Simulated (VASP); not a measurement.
# CaS (Fm-3m) in VASP: further runs, part 2 of 2

VASP 6.6.1. Earlier steps stand in the parts before.

## Step 5: Single point, HSE06

POSCAR reads:

```
CaS
1.0
    0.0000000000      2.8479357442      2.8479357442
    2.8479357442      0.0000000000      2.8479357442
    2.8479357442      2.8479357442      0.0000000000
Ca S
1 1
Direct
    0.0000000000      0.0000000000      0.0000000000
    0.5000000000      0.5000000000      0.5000000000
```

INCAR.step1 reads:

```
PREC = Accurate
ENCUT = 400
EDIFF = 1E-5
ISMEAR = 0
SIGMA = 0.01
LREAL = False
LASPH = True
NELM = 120
ALGO = Normal
ISIF = 2
LWAVE = True
GGA = PE
NBANDS = 15
GGA_COMPAT = False
```

INCAR.step2 reads:

```
PREC = Accurate
ENCUT = 400
EDIFF = 1E-6
ISMEAR = 0
SIGMA = 0.01
LREAL = False
LASPH = True
NELM = 120
ALGO = Normal
ISIF = 2
LWAVE = False
LCHARG = True
GGA = PE
LHFCALC = True
HFSCREEN = 0.2079
PRECFOCK = Normal
LELF = True
LVHAR = True
ISTART = 1
NBANDS = 15
GGA_COMPAT = False
```

KPOINTS reads:

```
Automatic mesh
0
Gamma
  4 4 4
```

Potentials or basis: VASP PAW PBE potentials, release 64 (Ca_sv, S).

Started as:

```sh
> cat potpaw_PBE.64/Ca_sv/POTCAR potpaw_PBE.64/S/POTCAR > POTCAR
> cp INCAR.step1 INCAR
> mpirun -np 1 vasp_std > vasp.out
> cp INCAR.step2 INCAR
> mpirun -np 1 vasp_std > vasp.out
```

OUTCAR:

```text
PREC = Accurate
   ENCUT = 400
   EDIFF = 1E-6
   ISMEAR = 0
   LREAL = False
   LASPH = True
   NELM = 120
   ISIF = 2
   GGA = PE
   LHFCALC = True
   HFSCREEN = 0.2079
   PRECFOCK = Normal
   ISTART = 1

 ion  position               nearest neighbor table
   1  0.000  0.000  0.000-   2 2.85   2 2.85   2 2.85   2 2.85   2 2.85   2 2.85
   2  0.500  0.500  0.500-   1 2.85   1 2.85   1 2.85   1 2.85   1 2.85   1 2.85

  LATTYP: Found a face centered cubic cell.
 ALAT       =     5.6958714884

  Lattice vectors:

 A1 = (   0.0000000000,   2.8479357442,   2.8479357442)
 A2 = (   2.8479357442,   0.0000000000,   2.8479357442)
 A3 = (   2.8479357442,   2.8479357442,   0.0000000000)

Analysis of symmetry for initial positions (statically):
=====================================================================
 Subroutine PRICEL returns:
 Original cell was already a primitive cell.

 Routine SETGRP: Setting up the symmetry group for a
 face centered cubic supercell.

 Subroutine GETGRP returns: Found 48 space group operations
 (whereof 48 operations were pure point group operations)
 out of a pool of 48 trial point group operations.

The static configuration has the point symmetry O_h .
[... 167 lines left out ...]
      6       2.0995      2.00000
      7       2.0995      2.00000
      8       2.0995      2.00000
      9       7.2749      0.00000
     10       7.5766      0.00000
     11       7.5766      0.00000
     12       7.5766      0.00000
     13       8.2466      0.00000
     14       8.2466      0.00000
[... 113 lines left out ...]
      2     -19.6826      2.00000
      3     -19.6826      2.00000
      4     -19.6527      2.00000
      5      -9.5649      2.00000
      6       0.1393      2.00000
      7       0.1393      2.00000
      8       0.4237      2.00000
      9       8.2431      0.00000
     10       8.2431      0.00000
     11       9.4575      0.00000
     12      10.1968      0.00000
     13      10.7089      0.00000
     14      13.0665      0.00000
     15      13.4434      0.00000

------------------------ aborting loop because EDIFF is reached ----------------------------------------

  FORCE on cell =-STRESS in cart. coord.  units (eV):
  Direction    XX          YY          ZZ          XY          YZ          ZX
  --------------------------------------------------------------------------------------
  -------------------------------------------------------------------------------------
  Total        0.0970491      0.0970491      0.0970491     -0.0000000     -0.0000000      0.0000000
  in kB        3.3657477      3.3657477      3.3657477     -0.0000000     -0.0000000      0.0000000
  external PRESSURE =       3.3657477 kB  Pullay stress =       0.0000000 kB

 VOLUME and BASIS-vectors are now :
 -----------------------------------------------------------------------------
  energy-cutoff  :      400.00
  volume of cell :       46.20
      direct lattice vectors                 reciprocal lattice vectors
     0.000000000  2.847935744  2.847935744    -0.175565759  0.175565759  0.175565759
     2.847935744  0.000000000  2.847935744     0.175565759 -0.175565759  0.175565759
     2.847935744  2.847935744  0.000000000     0.175565759  0.175565759 -0.175565759

 POSITION                                       TOTAL-FORCE (eV/Angst)
 -----------------------------------------------------------------------------------
      0.00000      0.00000      0.00000         0.000000      0.000000     -0.000000
      2.84794      2.84794      2.84794         0.000000     -0.000000      0.000000
 -----------------------------------------------------------------------------------
    total drift:                                0.000002      0.000003      0.000001

  FREE ENERGIE OF THE ION-ELECTRON SYSTEM (eV)
  ---------------------------------------------------
  free  energy   TOTEN  =       -11.6500992187 eV

  energy  without entropy=      -11.6500992187  energy(sigma->0) =      -11.65009922
```

OUTCAR.step1:

```text
PREC = Accurate
   ENCUT = 400
   EDIFF = 1E-5
   ISMEAR = 0
   LREAL = False
[... 348 lines left out ...]
      0.00000      0.00000      0.00000        -0.000000      0.000000      0.000000
      2.84794      2.84794      2.84794         0.000000     -0.000000     -0.000000
 -----------------------------------------------------------------------------------
    total drift:                                0.000000      0.000000      0.000000

  FREE ENERGIE OF THE ION-ELECTRON SYSTEM (eV)
  ---------------------------------------------------
  free  energy   TOTEN  =       -10.3525991758 eV

  energy  without entropy=      -10.3525991758  energy(sigma->0) =      -10.35259918
```

OSZICAR.step1:

```text
N       E                     dE             d eps       ncg     rms          rms(c)
DAV:   1     0.956169725886E+02    0.95617E+02   -0.63525E+03   240   0.830E+02
DAV:   2    -0.665793254119E+01   -0.10227E+03   -0.96516E+02   310   0.229E+02
DAV:   3    -0.105077570926E+02   -0.38498E+01   -0.38192E+01   341   0.427E+01
DAV:   4    -0.106132000287E+02   -0.10544E+00   -0.10543E+00   324   0.565E+00
DAV:   5    -0.106137819413E+02   -0.58191E-03   -0.58190E-03   325   0.505E-01    0.505E+00
DAV:   6    -0.103533402303E+02    0.26044E+00   -0.40758E-01   296   0.324E+00    0.338E+00
DAV:   7    -0.103457482694E+02    0.75920E-02   -0.11290E-01   305   0.203E+00    0.181E+00
DAV:   8    -0.103527346913E+02   -0.69864E-02   -0.20024E-02   261   0.115E+00    0.317E-01
DAV:   9    -0.103522922886E+02    0.44240E-03   -0.11181E-03   303   0.314E-01    0.852E-02
DAV:  10    -0.103525542326E+02   -0.26194E-03   -0.32182E-04   313   0.126E-01    0.304E-02
DAV:  11    -0.103526001285E+02   -0.45896E-04   -0.83193E-05   275   0.743E-02    0.246E-02
DAV:  12    -0.103525991758E+02    0.95265E-06   -0.46329E-06   183   0.151E-02
   1 F= -.10352599E+02 E0= -.10352599E+02  d E =-.136332E-14
```

Wall time 3.3 min (1 thread of AMD EPYC 7R13 (Zen 3), shared host); peak memory 0.23 GiB.

What came out:

* Free energy: -11.6501 eV
* Pressure: 0.3 GPa
* Band gap on the k mesh: 3.40 eV (least direct gap 4.31 eV)

Levels at points of the mesh, in eV from the valence-band top:
```
           k point  band 5  band 6  band 7  band 8  band 9  band 10  band 11  band 12
(0.00, 0.00, 0.00)  -12.50    0.00    0.00    0.00    5.18     5.48     5.48     5.48
(0.50, 0.00, 0.00)  -11.59   -3.38   -1.22   -1.22    6.18     7.66     7.90     7.90
(0.50, 0.50, 0.00)  -11.79   -2.54   -0.90   -0.90    3.40     7.11     7.14     8.50
```

Caveat: the k points lie up to 0.48 Å⁻¹ apart; the PAW data sets were made with another functional, which shifts forces and pressure a little. A k mesh can miss the band edges.

## Step 6: The runs side by side

| level | potentials or basis | k mesh | cutoff (eV) | grid for exact exchange (PRECFOCK) | share of exact exchange | screening parameter | gap on the mesh (eV) | pressure (GPa) |
| --- | --- | --- | --- | --- | --- | --- | --- | --- |
| LDA | VASP PAW LDA potentials, release 64 (Ca_sv, S) | 4 × 4 × 4 | 500 | - | - | - | 2.13 | -3.8 |
| PBE | VASP PAW PBE potentials, release 64 (Ca_sv, S) | 6 × 6 × 6 | 500 | - | - | - | 2.36 | 0.6 |
| r2SCAN | VASP PAW PBE potentials, release 64 (Ca_sv, S) | 4 × 4 × 4 | 550 | - | - | - | 2.80 | 0.4 |
| HSE06 | VASP PAW PBE potentials, release 64 (Ca_sv, S) | 4 × 4 × 4 | 400 | Normal | 0.25 | 0.2079 1/Å | 3.40 | 0.3 |

Alike in all rows: task single point; no spin polarisation; cell as given; smearing gaussian 0.01 eV.

Caveats: some runs use coarse meshes; the PAW data sets were made with another functional, which shifts forces and pressure a little (at least some runs).

Absolute energies hang on the potentials; compare differences alone.
